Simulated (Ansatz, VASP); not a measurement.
**LiBeF3: VASP beside Ansatz**

```
Li Be F
1.0
     2.76776    0.00000    0.00000
     0.00000    2.61433    4.08306
     0.00000   -2.61433    4.08306
Li Be F
1 1 3
Cartesian
  1.3839 0.0000 5.6665
  0.0000 0.0000 0.4471
  0.0000 1.3183 5.3329
  0.0000 -1.3183 5.3329
  1.3839 0.0000 7.7135
```

Alike in both runs: task single point; functional PBE; k mesh 8 × 6 × 6; occupations gaussian, width 0.02 eV; no spin polarisation.

|  | VASP | Ansatz |
| --- | --- | --- |
| version | VASP 6.6.1 | Ansatz 0.2.0 |
| potentials or method | VASP PAW PBE potentials, release 64 (Li_sv, Be, F), cutoff 520 eV | scalar-relativistic, plane waves, PAW |
| valence electrons in the cell | 26 | 26 |

```csv
,VASP,Ansatz,Ansatz less VASP
gap on the k mesh at the Fermi level (eV),7.52,7.53,+0.015
least direct gap on the mesh (eV),7.56,7.57,+0.013
rms of the force components (eV/Å),0.018,0.002,-0.0167
```

Atom by atom the forces differ by 0.017 eV/Å (rms over components).

Noted on VASP's run: the cutoff is short for stress, so the pressure is rough.
